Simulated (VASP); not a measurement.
Here is a VASP 6.6.1 calculation.

File INCAR:

```
SYSTEM = BN
PREC = Accurate
ENCUT = 520
EDIFF = 1E-6
ISMEAR = 0
SIGMA = 0.01
LREAL = .False.
LASPH = .True.
NELM = 100
ALGO = Normal
ISIF = 2
LWAVE = .False.
LCHARG = .False.
GGA = PS
NBANDS = 11
```

File KPOINTS:

```
regular mesh
0
Gamma
  10 10 10
  0 0 0
```

The input POSCAR:

```
BN
1.0
    0.0000000000      1.7579543034      1.7579543034
    1.7579543034      0.0000000000      1.7579543034
    1.7579543034      1.7579543034      0.0000000000
B N
1 1
Direct
    0.0000000000      0.0000000000      0.0000000000
    0.2500000000      0.2500000000      0.2500000000
```

Potentials or basis: VASP PAW PBE potentials, release 64 (B, N).

Command:

```sh
$ cat potpaw_PBE.64/B/POTCAR potpaw_PBE.64/N/POTCAR > POTCAR
$ mpirun -np 1 vasp_std > vasp.out
```

Problem. Predict the pressure.

Solution. 34.4 GPa.

Problem. Predict the band gap on the k mesh.

Solution. 4.36 eV, indirect (least direct gap 9.15 eV).

Caveat: the PAW data sets were made with another functional, which shifts forces and pressure a little. A k mesh can miss the band edges.
